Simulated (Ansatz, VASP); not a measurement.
## CuO in VASP and in Ansatz

```
Cu O
1.0
     1.99097   -2.15355    0.00000
     1.99097    2.15355    0.00000
     0.00000    0.00000    5.15593
Cu O
2 2
Direct
  0.50000 0.00000 0.00000
  0.00000 0.50000 0.50000
  0.50000 0.50000 0.25000
  0.50000 0.50000 0.75000
```

Alike in both runs: task single point; functional PBE; k mesh 3 × 3 × 2; occupations fermi-dirac, width 0.05 eV; no spin polarisation.

|  | VASP | Ansatz |
| --- | --- | --- |
| version | VASP 6.6.1 | Ansatz 0.2.0 |
| potentials or method | VASP PAW PBE potentials, release 64 (Cu_sv_GW, O) | Ansatz PAW |
| plane-wave cutoff (eV) | 700 | 420 |
| valence electrons in the cell | 50 | 50 |

|  | VASP | Ansatz | Ansatz less VASP |
| --- | --- | --- | --- |
| gap on the k mesh at the Fermi level (eV) | none | none | - |
| pressure (GPa) | -2.2 | 0.4 | +2.66 |
| traceless stress, the component that is largest in VASP (GPa) | 1.50 | 1.55 | +0.050 |

A gap of «none» marks a metal or a gap that the smearing closes. The functional is the same, so the differences come from potentials, cutoffs and numerics.

The k mesh is coarse, so the values compare programs but aren't converged.
